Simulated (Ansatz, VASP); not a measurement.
## HfO2 in VASP and in Ansatz

POSCAR

```
HfO2
1.0
   -2.5291609878     -2.5291609878      0.0000000000
    2.5291609878     -2.5291609878      0.0000000000
   -0.4213582206      0.0000000000     10.1166439513
Hf O
4 8
Direct
   -0.0364437500      0.0364437500      0.4375000000
    0.4427312500      0.5572687500      0.6875000000
   -0.0780937500      0.0780937500      0.9375000000
    0.4843812500      0.5156187500      0.1875000000
    0.4947937500      0.0052062500      0.0625000000
   -0.0260312500      0.5260312500      0.3125000000
    0.4531437500      0.0468562500      0.5625000000
   -0.0676812500      0.5676812500      0.8125000000
    0.4739687500      0.0260312500      0.3125000000
   -0.0468562500      0.5468562500      0.5625000000
    0.4323187500      0.0676812500      0.8125000000
   -0.0052062500      0.5052062500      0.0625000000
```

INCAR.step1

```
  PREC = Accurate
  ENCUT = 520
  ISMEAR = 0
  SIGMA = 0.05
  LREAL = F
  LASPH = T
  NELM = 60
  NBANDS = 56
  GGA = PE
  ALGO = Normal
  EDIFF = 1E-4
  LWAVE = T
  LCHARG = F
```

INCAR.step2

```
  PREC = Accurate
  ENCUT = 520
  EDIFF = 1E-6
  ISMEAR = 0
  SIGMA = 0.05
  LREAL = F
  LASPH = T
  NELM = 60
  ALGO = Normal
  ISIF = 2
  LWAVE = F
  LCHARG = T
  METAGGA = R2SCAN
  LMIXTAU = T
  LELF = T
  LVHAR = T
  NBANDS = 56
  ISTART = 1
```

Contents of KPOINTS:

```
Automatic mesh
0
Gamma
  6 6 3
```

Input for Ansatz:

```yaml
crystal:
  lattice:
    - [-2.5291609878, -2.5291609878, 0.0]
    - [2.5291609878, -2.5291609878, 0.0]
    - [-0.4213582206, 0.0, 10.1166439513]
  atoms:
    - { symbol: Hf, position: [-0.03644375, 0.03644375, 0.4375] }
    - { symbol: Hf, position: [0.44273125, 0.55726875, 0.6875] }
    - { symbol: Hf, position: [-0.07809375, 0.07809375, 0.9375] }
    - { symbol: Hf, position: [0.48438125, 0.51561875, 0.1875] }
    - { symbol: O, position: [0.49479375, 0.00520625, 0.0625] }
    - { symbol: O, position: [-0.02603125, 0.52603125, 0.3125] }
    - { symbol: O, position: [0.45314375, 0.04685625, 0.5625] }
    - { symbol: O, position: [-0.06768125, 0.56768125, 0.8125] }
    - { symbol: O, position: [0.47396875, 0.02603125, 0.3125] }
    - { symbol: O, position: [-0.04685625, 0.54685625, 0.5625] }
    - { symbol: O, position: [0.43231875, 0.06768125, 0.8125] }
    - { symbol: O, position: [-0.00520625, 0.50520625, 0.0625] }
basis:
  ecutwfc: 500
kpoints:
  mp_grid: { grid: [6, 6, 3] }
hamiltonian:
  xc: r2scan
scf:
  occupations: { method: gaussian, width: 0.05 }
output:
  forces: true
  stress: true
  eigenvalues: true
```

Alike in both runs: task single point; functional r2SCAN; k mesh 6 × 6 × 3; occupations gaussian, width 0.05 eV; no spin polarisation.

```csv
,VASP,Ansatz
version,VASP 6.6.1,Ansatz 0.2.0
potentials or method,"VASP PAW PBE potentials, release 64 (Hf_pv, O), cutoff 520 eV","scalar-relativistic, plane waves, PAW"
valence electrons in the cell,88,152
```

|  | VASP | Ansatz | Ansatz less VASP |
| --- | --- | --- | --- |
| gap on the k mesh at the Fermi level (eV) | 4.26 | 4.26 | -0.009 |
| least direct gap on the mesh (eV) | 4.31 | 4.30 | -0.006 |
| pressure (GPa) | -1.1 | 2.8 | +3.93 |
| traceless stress, the component that is largest in VASP (GPa) | 4.09 | 4.26 | +0.170 |
| rms of the force components (eV/Å) | 0.596 | 0.614 | +0.0177 |

VASP's potentials were made for PBE, not for r2SCAN. Atom by atom the forces differ by 0.026 eV/Å (rms over components). VASP's potentials hold 88 valence electrons a cell and Ansatz's 152, so a difference there can come from the potentials and not from the codes.

Spin-orbit coupling is off throughout.
